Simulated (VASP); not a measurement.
A run of VASP 6.6.1:

Contents of INCAR:

```
PREC     = Accurate       # precision mode
ENCUT    = 520            # plane-wave cutoff, eV
EDIFF    = 1E-6           # SCF threshold, eV
ISMEAR   = 0              # smearing method
SIGMA    = 0.15           # smearing width, eV
LREAL    = F              # projectors in reciprocal space
LASPH    = T              # aspherical terms in the spheres
NELM     = 80             # most SCF steps
ALGO     = Fast           # electronic algorithm
ISIF     = 2              # what is computed and relaxed
LWAVE    = F              # write WAVECAR
LCHARG   = F              # write CHGCAR
GGA      = PE             # functional
NBANDS   = 18             # bands
```

Contents of KPOINTS:

```
regular mesh
0
Gamma
  14 14 14
```

POSCAR

```
InPd
1.0
    3.3437699169      0.0000000000      0.0000000000
    0.0000000000      3.3437699169      0.0000000000
    0.0000000000      0.0000000000      3.2282509542
In Pd
1 1
Direct
   -0.0161521247      0.0000000000      0.0000000000
    0.5174267493      0.5000000000      0.5000000000
```

Potentials or basis: VASP PAW PBE potentials, release 64 (In_d, Pd).

Launch:

```bash
$ cat potpaw_PBE.64/In_d/POTCAR potpaw_PBE.64/Pd/POTCAR > POTCAR
$ mpirun -np 1 vasp_std > vasp.out
```

Hardware: 1 thread of Intel(R) Xeon(R) Platinum 8488C (Sapphire Rapids) (shared host).

Problem. Estimate the wall time of this run.

Solution. Wall time 3.4 min on 1 thread of Intel(R) Xeon(R) Platinum 8488C (Sapphire Rapids), on a shared host, peak memory 0.44 GiB. Counts: scf iterations 13, k points 512.
